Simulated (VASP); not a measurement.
The system is MgO (Periclase).

```
Mg O
1.0
     0.00000    2.10850    2.10850
     2.10850    0.00000    2.10850
     2.10850    2.10850    0.00000
Mg O
1 1
Direct
  0.00000 0.00000 0.00000
  0.50000 0.50000 0.50000
```

```yaml
Program: VASP 6.6.1
Task: relaxation of cell and atoms
Functional: r2SCAN
Dispersion: rVV10
Potentials_or_basis: VASP PAW PBE potentials, release 64 (Mg, O)
Cutoff: 600 eV
k_mesh: 8 × 8 × 8
Occupations: gaussian, width 0.01 eV
Spin: no spin polarisation
```

At the start: pressure -3.8 GPa; volume 9.37 Å³/atom.

Question: Where does the relaxation end?

Answer: Over 3 steps the energy falls by 2.6 meV/atom and the volume is 9.16 Å³/atom (-2.3 %); space group Fm-3m (No. 225, to 0.05 Å).

Step by step:
```csv
step,energy change (eV),largest force (eV/Å),pressure (GPa),volume (Å³)
1,0.0000,0.0000,-3.82,18.75
2,-0.0043,0.0000,1.66,18.15
3,-0.0052,0.0000,0.01,18.32
```

Final structure:
```yaml
crystal:
  lattice:
    - [0.00000, 2.09230, 2.09230]
    - [2.09230, 0.00000, 2.09230]
    - [2.09230, 2.09230, 0.00000]
  atoms:
    - { symbol: Mg, position: [0.00000, 0.00000, 0.00000] }
    - { symbol: O, position: [0.50000, 0.50000, 0.50000] }
```

Caveat: the PAW data sets were made with another functional, which shifts forces and pressure a little.
